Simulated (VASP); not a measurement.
# TaPb2 (P6/mmm) in VASP: a series of runs

TaPb2 is run at these levels: PBE; tasks: single point.

Program: VASP 6.6.1. These are calculated values, not measurements. Logs are shortened: lines on timing, memory, paths and dates and some standing lists are left out, and cuts for length are marked.

### Step 1. The cell of the first run

Symmetry: P6/mmm, No. 191, hexagonal system. The conventional cell has a = 4.283 Å, b = 4.283 Å, c = 4.625 Å, α = 90.00°, β = 90.00°, γ = 120.00°. Within 4.7 Å of Ta (site symmetry 6/mmm) lie 12 Pb at 3.39 Å and 8 Ta at 4.28 to 4.62 Å. Within 3.4 Å of Pb (site symmetry -6m2) lie 3 Pb at 2.47 Å and 6 Ta at 3.39 Å.

### Step 2. Single point, PBE

INCAR reads:

```
PREC = Accurate
ENCUT = 520
EDIFF = 1E-6
ISMEAR = 0
SIGMA = 0.1
LREAL = F
LASPH = T
NELM = 80
ALGO = Fast
ISIF = 2
LWAVE = F
LCHARG = T
GGA = PE
LELF = T
LVHAR = T
NBANDS = 26
```

KPOINTS reads:

```
Automatic mesh
0
Gamma
  6 6 4
```

POSCAR reads:

```
TaPb2
1.0
    4.2834322904      0.0000000000      0.0000000000
   -2.1417161452      3.7095611789      0.0000000000
    0.0000000000      0.0000000000      4.6249684198
Ta Pb
1 2
Direct
    0.0000000000      0.0000000000      0.0000000000
    0.3333333333      0.6666666667      0.5000000000
    0.6666666667      0.3333333333      0.5000000000
```

Potentials or basis: VASP PAW PBE potentials, release 64 (Ta_pv, Pb_d).

Command:

```console
$ cat potpaw_PBE.64/Ta_pv/POTCAR potpaw_PBE.64/Pb_d/POTCAR > POTCAR
$ mpirun -np 1 vasp_std > vasp.out
```

OUTCAR:

```text
PREC = Accurate
   ENCUT = 520
   EDIFF = 1E-6
   ISMEAR = 0
   LREAL = F
   LASPH = T
   NELM = 80
   ISIF = 2
   GGA = PE

 ion  position               nearest neighbor table
   1  0.000  0.000  0.000-   2 3.39   3 3.39   2 3.39   3 3.39   3 3.39   3 3.39   2 3.39   2 3.39
                             3 3.39   3 3.39   2 3.39   2 3.39
   2  0.333  0.667  0.500-   3 2.47   3 2.47   3 2.47   1 3.39   1 3.39   1 3.39   1 3.39   1 3.39
                             1 3.39
   3  0.667  0.333  0.500-   2 2.47   2 2.47   2 2.47   1 3.39   1 3.39   1 3.39   1 3.39   1 3.39
                             1 3.39

  LATTYP: Found a hexagonal cell.
 ALAT       =     4.2834322904
 C/A-ratio  =     1.0797342193

  Lattice vectors:

 A1 = (   4.2834322904,   0.0000000000,   0.0000000000)
 A2 = (  -2.1417161452,   3.7095611789,   0.0000000000)
 A3 = (   0.0000000000,   0.0000000000,   4.6249684198)

Analysis of symmetry for initial positions (statically):
=====================================================================
 Subroutine PRICEL returns:
 Original cell was already a primitive cell.

 Routine SETGRP: Setting up the symmetry group for a
 hexagonal supercell.

 Subroutine GETGRP returns: Found 24 space group operations
 (whereof 24 operations were pure point group operations)
 out of a pool of 24 trial point group operations.

The static configuration has the point symmetry D_6h.

Analysis of symmetry for dynamics (positions and initial velocities):
=====================================================================
 Subroutine PRICEL returns:
 Original cell was already a primitive cell.

 Routine SETGRP: Setting up the symmetry group for a
 hexagonal supercell.

 Subroutine GETGRP returns: Found 24 space group operations
 (whereof 24 operations were pure point group operations)
 out of a pool of 24 trial point group operations.

The dynamic configuration has the point symmetry D_6h.

 Subroutine INISYM returns: Found 24 space group operations
 (whereof 24 operations are pure point group operations),
 and found     1 'primitive' translations

----------------------------------------------------------------------------------------

                                     Primitive cell

  volume of cell :      73.4891

  direct lattice vectors                    reciprocal lattice vectors
     4.283432290  0.000000000  0.000000000     0.233457641  0.134786832  0.000000000
    -2.141716145  3.709561179  0.000000000     0.000000000  0.269573664  0.000000000
     0.000000000  0.000000000  4.624968420     0.000000000  0.000000000  0.216217693

  length of vectors
     4.283432290  4.283432290  4.624968420     0.269573664  0.269573664  0.216217693

  position of ions in fractional coordinates (direct lattice)
     0.000000000  0.000000000  0.000000000
     0.333333333  0.666666667  0.500000000
     0.666666667  0.333333333  0.500000000

  ion indices of the primitive-cell ions
   primitive index   ion index
                 1           1
                 2           2
                 3           3

----------------------------------------------------------------------------------------

 KPOINTS: Automatic mesh

Automatic generation of k-mesh.
 Grid dimensions read from file:
 generate k-points for:    6    6    4

 Generating k-lattice:

  Cartesian coordinates                     Fractional coordinates (reciprocal lattice)
     0.038909607  0.022464472  0.000000000     0.166666667  0.000000000  0.000000000
     0.000000000  0.044928944  0.000000000     0.000000000  0.166666667  0.000000000
     0.000000000  0.000000000  0.054054423     0.000000000  0.000000000  0.250000000

  Length of vectors
     0.044928944  0.044928944  0.054054423

  Shift w.r.t. Gamma in fractional coordinates (k-lattice)
     0.000000000  0.000000000  0.000000000

 Subroutine IBZKPT returns following result:
 ===========================================

 Found     21 irreducible k-points:

 Following reciprocal coordinates:
            Coordinates               Weight
  0.000000  0.000000  0.000000      1.000000
  0.166667  0.000000  0.000000      6.000000
  0.333333  0.000000  0.000000      6.000000
  0.500000  0.000000  0.000000      3.000000
  0.166667  0.166667  0.000000      6.000000
  0.333333  0.166667  0.000000     12.000000
[... 13 lines left out ...]
  0.333333  0.166667  0.500000     12.000000
  0.333333  0.333333  0.500000      2.000000
   k-points           NKPTS =     21   k-points in BZ     NKDIM =     21   number of bands    NBANDS=     26
   number of dos      NEDOS =    301   number of ions     NIONS =      3
   total plane-waves  NPLWV =  36864
   dimension x,y,z NGX =    32 NGY =   32 NGZ =   36
   dimension x,y,z NGXF=    64 NGYF=   64 NGZF=   72
   ions per type =               1   2
   NGX,Y,Z   is equivalent  to a cutoff of  12.42, 12.42, 12.94 a.u.
   NGXF,Y,Z  is equivalent  to a cutoff of  24.84, 24.84, 25.88 a.u.
 SYSTEM =  unknown system
   PREC   = accura    normal or accurate (medium, high low for compatibility)
   ISTART =      0    job   : 0-new  1-cont  2-samecut
   ICHARG =      2    charge: 1-file 2-atom 10-const
   ISPIN  =      1    spin polarized calculation?
   LNONCOLLINEAR =      F non collinear calculations
   LSORBIT =      F    spin-orbit coupling
   LASPH  =      T    aspherical Exc in radial PAW
   ENCUT  =  520.0 eV  38.22 Ry    6.18 a.u.   7.96  7.96  8.60*2*pi/ulx,y,z
   NELM   =     80;   NELMIN=  2; NELMDL= -5     # of ELM steps
   EDIFF  = 0.1E-05   stopping-criterion for ELM
   LREAL  =      F    real-space projection
   EDIFFG = 0.1E-04   stopping-criterion for IOM
   NSW    =      0    number of steps for IOM
   IBRION =     -1    ionic relax: 0-MD 1-quasi-New 2-CG
   NFREE  =      0    steps in history (QN), initial steepest desc. (CG)
   ISIF   =      2    stress and relaxation
   ISYM   =      2    0-nonsym 1-usesym 2-fastsym
   POTIM  = 0.5000    time-step for ionic-motion
   TEBEG  =    0.0;   TEEND  =   0.0 temperature during run
   PSTRESS=    0.0 pullay stress
   NELECT =      39.0000    total number of electrons
   NUPDOWN=      -1.0000    fix difference up-down
   EMIN   =  10.00;   EMAX   =-10.00  energy-range for DOS
   EFERMI =   0.00;   METHOD = LEGACY
   ISMEAR =     0;   SIGMA  =   0.10  broadening in eV -4-tet -1-fermi 0-gaus
   EFERMI_NEDOS =   21; number of points for ismear=-14 and -15
   IALGO  =     68    algorithm
   IMIX   =      4    mixing-type and parameters
     AMIX     =   0.40;   BMIX     =  1.00
     AMIX_MAG =   1.60;   BMIX_MAG =  1.00
  volume/ion in A,a.u.               =      24.50       165.31
  Fermi-wavevector in a.u.,A,eV,Ry     =   1.325425  2.504691 23.902069  1.756753
  Thomas-Fermi vector in A             =   2.454887
   LORBIT       =      0    0 simple, 1 ext, 2 COOP (PROOUT), +10 PAW based schemes
   GGA     = PE    functional components
   LHFCALC =     F    Hartree Fock is set to
   AEXX    =    0.0000 exact exchange contribution
   IVDW    =     0    specifies the selected vdW correction
   LEPSILON=     F    determine dielectric tensor
   LRPA    =     F    only Hartree local field effects (RPA)
 non-spin polarized calculation
 RMM-DIIS sequential band-by-band and
 Gauss-broadening in eV      SIGMA  =   0.10
  energy-cutoff  :      520.00
  volume of cell :       73.49
 maximum number of plane-waves:      1998
 NGX is ok and might be reduce to    32
   NGX = 15   NGY = 15   NGZ = 17

 number of electron      39.0000008 magnetization

 Free energy of the ion-electron system (eV)
  ---------------------------------------------------
  ext. energy  EPLUGINS =         0.00000000
  ---------------------------------------------------
  free energy    TOTEN  =       -10.40461232 eV

  energy without entropy =      -10.36995521  energy(sigma->0) =      -10.38728376

 E-fermi :   8.3246     XC(G=0): -11.0928

 val. band max:        8.3228787443   @ k =   0.1667   0.1667   0.0000
 cond. band min:       8.3420177487   @ k =   0.1667   0.0000   0.0000
 fundamental gap:      0.0191390044
 Fermi energy:         8.3245940631

 k-point     1 :       0.0000    0.0000    0.0000
  band No.  band energies     occupation
      1     -27.2052      2.00000
      2     -27.2052      2.00000
      3     -27.1143      2.00000
      4     -10.7984      2.00000
      5     -10.5736      2.00000
      6     -10.5736      2.00000
[... 18 lines left out ...]
     25      10.9616      0.00000
     26      10.9616      0.00000

 k-point     2 :       0.1667    0.0000    0.0000
  band No.  band energies     occupation
      1     -27.2084      2.00000
      2     -27.2060      2.00000
      3     -27.1141      2.00000
      4     -10.8964      2.00000
      5     -10.8039      2.00000
      6     -10.6792      2.00000
[... 18 lines left out ...]
     25      12.7830      0.00000
     26      12.8758      0.00000

 k-point     3 :       0.3333    0.0000    0.0000
  band No.  band energies     occupation
      1     -27.2148      2.00000
      2     -27.2076      2.00000
      3     -27.1135      2.00000
      4     -11.1751      2.00000
      5     -11.0829      2.00000
      6     -10.6367      2.00000
[... 18 lines left out ...]
     25      12.0680      0.00000
     26      13.2748      0.00000

 k-point     4 :       0.5000    0.0000    0.0000
  band No.  band energies     occupation
      1     -27.2180      2.00000
      2     -27.2084      2.00000
      3     -27.1132      2.00000
      4     -11.2916      2.00000
      5     -11.1874      2.00000
      6     -10.6040      2.00000
[... 18 lines left out ...]
     25      12.4080      0.00000
     26      14.1791      0.00000
[... 409 lines left out ...]
      1     -27.2121      2.00000
      2     -27.2077      2.00000
      3     -27.1174      2.00000
      4     -11.1903      2.00000
      5     -10.8842      2.00000
      6     -10.7054      2.00000
[... 18 lines left out ...]
     25      11.8978      0.00000
     26      12.2369      0.00000

 k-point    20 :       0.3333    0.1667    0.5000
  band No.  band energies     occupation
      1     -27.2158      2.00000
      2     -27.2099      2.00000
      3     -27.1166      2.00000
      4     -11.4124      2.00000
      5     -10.9813      2.00000
      6     -10.6762      2.00000
[... 18 lines left out ...]
     25      11.5105      0.00000
     26      14.5649      0.00000

 k-point    21 :       0.3333    0.3333    0.5000
  band No.  band energies     occupation
      1     -27.2138      2.00000
      2     -27.2138      2.00000
      3     -27.1163      2.00000
      4     -11.5196      2.00000
      5     -10.8132      2.00000
      6     -10.8132      2.00000
[... 18 lines left out ...]
     25      14.0608      0.00000
     26      14.0615      0.00000

------------------------ aborting loop because EDIFF is reached ----------------------------------------

  FORCE on cell =-STRESS in cart. coord.  units (eV):
  Direction    XX          YY          ZZ          XY          YZ          ZX
  --------------------------------------------------------------------------------------
  -------------------------------------------------------------------------------------
  Total       21.6128501     21.6128501     -3.2683058      0.0000000      0.0000000      0.0000000
  in kB      471.1936268    471.1936268    -71.2541307      0.0000000      0.0000000      0.0000000
  external PRESSURE =     290.3777076 kB  Pullay stress =       0.0000000 kB

 VOLUME and BASIS-vectors are now :
 -----------------------------------------------------------------------------
  energy-cutoff  :      520.00
  volume of cell :       73.49
      direct lattice vectors                 reciprocal lattice vectors
     4.283432290  0.000000000  0.000000000     0.233457641  0.134786832  0.000000000
    -2.141716145  3.709561179  0.000000000     0.000000000  0.269573664  0.000000000
     0.000000000  0.000000000  4.624968420     0.000000000  0.000000000  0.216217693

 POSITION                                       TOTAL-FORCE (eV/Angst)
 -----------------------------------------------------------------------------------
      0.00000      0.00000      0.00000        -0.000000      0.000000      0.000000
     -0.00000      2.47304      2.31248        -0.000000     -0.000000     -0.000000
      2.14172      1.23652      2.31248         0.000000      0.000000      0.000000
 -----------------------------------------------------------------------------------
    total drift:                                0.000000      0.000000      0.000000

  FREE ENERGIE OF THE ION-ELECTRON SYSTEM (eV)
  ---------------------------------------------------
  free  energy   TOTEN  =       -10.4046123202 eV

  energy  without entropy=      -10.3699552059  energy(sigma->0) =      -10.38728376
```

Wall time 34 s (1 thread of Intel Xeon 6975P-C (Granite Rapids), shared host); peak memory 0.19 GiB.

Results:

```
Free energy            : -10.4046 eV
Pressure               : 29.0 GPa
Band gap on the k mesh : zero (an odd number of electrons rules out a gap without spin polarisation)
```

Stress tensor (GPa, compression positive):
```
47.12  0.00  0.00
 0.00 47.12  0.00
 0.00  0.00 -7.13
```

Caveat: the cell stands under pressure; spin-orbit coupling is left out, which moves the levels of the heavy elements.

### Step 3. Single point, PBE

This run uses another cell than the first one, of 25.10 Å³/atom.

INCAR reads:

```
  PREC = Accurate
  ENCUT = 520
  EDIFF = 1E-6
  ISMEAR = 0
  SIGMA = 0.1
  LREAL = False
  LASPH = True
  NELM = 60
  ALGO = Fast
  ISIF = 2
  LWAVE = False
  LCHARG = True
  GGA = PE
  LELF = True
  LVHAR = True
  NBANDS = 26
```

KPOINTS is that of step 2.

POSCAR reads:

```
TaPb2
1.0
    5.3762446275      0.0000000000      0.0000000000
   -2.6881223137      4.6559644243      0.0000000000
    0.0000000000      0.0000000000      3.0082138519
Ta Pb
1 2
Direct
    0.0000000000      0.0000000000      0.0000000000
    0.3333333333      0.6666666667      0.5000000000
    0.6666666667      0.3333333333      0.5000000000
```

Potentials or basis: VASP PAW PBE potentials, release 64 (Ta_pv, Pb_d).

Command:

```console
$ cat potpaw_PBE.64/Ta_pv/POTCAR potpaw_PBE.64/Pb_d/POTCAR > POTCAR
$ mpirun -np 1 vasp_std > vasp.out
```

Run time: 35 s. Hardware: 1 thread of Intel Xeon 6975P-C (Granite Rapids), shared host; peak memory 0.2 GiB.

Results (log left out):

```yaml
Free_energy: -16.1988 eV
Pressure: -0.1 GPa
Band_gap_on_the_k_mesh: zero (an odd number of electrons rules out a gap without spin polarisation)
```

Stress tensor (GPa, compression positive):
```
 0.00  0.00  0.00
 0.00  0.00  0.00
 0.00  0.00 -0.24
```

Levels at points of the mesh, in eV from the Fermi level:
```
           k point  band 18  band 19  band 20  band 21  band 22  band 23
(0.00, 0.00, 0.00)    -2.81    -0.54    -0.54     1.15     2.47     2.47
(0.50, 0.00, 0.00)    -1.48    -0.89     0.94     2.16     2.22     2.47
(0.00, 0.00, 0.50)    -1.78    -0.96    -0.01    -0.01     0.20     0.20
(0.50, 0.00, 0.50)    -2.96    -0.18    -0.12    -0.04     0.62     2.33
```

Caveat: the k points lie up to 0.52 Å⁻¹ apart, too coarse for converged energies and pressures of a metal; spin-orbit coupling is left out, which moves the levels of the heavy elements.

### Step 4. Single point, PBE

This run uses another cell than the first one, of 25.12 Å³/atom.

INCAR reads:

```
PREC = Accurate ; ENCUT = 520
EDIFF = 1E-7 ; ISMEAR = 0
SIGMA = 0.1 ; LREAL = False
LASPH = True ; NELM = 60
ALGO = Normal ; ISIF = 2
LWAVE = False ; LCHARG = False
GGA = PE ; NBANDS = 26
```

KPOINTS reads:

```
regular mesh
0
Gamma
  6 6 6
```

POSCAR reads:

```
TaPb2
1.0
    5.3879037895      0.0000000000      0.0000000000
   -2.6939518947      4.6660615549      0.0000000000
    0.0000000000      0.0000000000      2.9972878522
Ta Pb
1 2
Direct
    0.0000000000      0.0000000000      0.0000000000
    0.3333333333      0.6666666667      0.5000000000
    0.6666666667      0.3333333333      0.5000000000
```

Command:

```console
$ cat potpaw_PBE.64/Ta_pv/POTCAR potpaw_PBE.64/Pb_d/POTCAR > POTCAR
$ mpirun -np 1 vasp_std > vasp.out
```

It took 39 s on 1 thread of Intel Xeon 6975P-C (Granite Rapids), shared host; peak memory 0.2 GiB.

Results (log left out):

| Property | Result |
| --- | --- |
| Free energy | -16.4477 eV |
| Pressure | 0.0 GPa |
| Band gap on the k mesh | zero (an odd number of electrons rules out a gap without spin polarisation) |

Levels at points of the mesh, in eV from the Fermi level:
| k point | band 16 | band 17 | band 18 | band 19 | band 20 | band 21 | band 22 | band 23 | band 24 | band 25 |
| --- | --- | --- | --- | --- | --- | --- | --- | --- | --- | --- |
| (0.00, 0.00, 0.00) | -3.79 | -3.79 | -2.94 | -0.48 | -0.48 | 1.16 | 2.45 | 2.45 | 2.85 | 2.85 |
| (0.50, 0.00, 0.00) | -4.68 | -3.95 | -1.55 | -0.84 | 0.97 | 2.23 | 2.23 | 2.46 | 4.26 | 5.55 |
| (0.00, 0.00, 0.50) | -3.85 | -1.81 | -1.81 | -0.82 | 0.14 | 0.14 | 0.27 | 0.27 | 3.09 | 3.81 |
| (0.50, 0.00, 0.50) | -3.72 | -3.27 | -2.91 | -0.12 | -0.10 | -0.04 | 0.67 | 2.37 | 2.45 | 3.68 |

Caveat: spin-orbit coupling is left out, which moves the levels of the heavy elements.

### Step 5. The runs side by side

| cell | k mesh | gap on the mesh (eV) | pressure (GPa) |
| --- | --- | --- | --- |
| a = 4.283, b = 4.283, c = 4.625 Å, angles 90.0, 90.0, 120.0°, 3 atoms | 6 × 6 × 4 | none | 29.0 |
| a = 5.376, b = 5.376, c = 3.008 Å, angles 90.0, 90.0, 120.0°, 3 atoms | 6 × 6 × 4 | none | -0.1 |
| a = 5.388, b = 5.388, c = 2.997 Å, angles 90.0, 90.0, 120.0°, 3 atoms | 6 × 6 × 6 | none | 0.0 |

Alike in all rows: task single point; level PBE; potentials or basis VASP PAW PBE potentials, release 64 (Ta_pv, Pb_d); no spin polarisation; cutoff (eV) 520; smearing gaussian 0.1 eV.

Caveats: some runs use coarse meshes; spin-orbit coupling is left out, which moves the levels of the heavy elements; the cell stands under pressure (at least some runs).

Absolute energies hang on the potentials; compare differences alone.
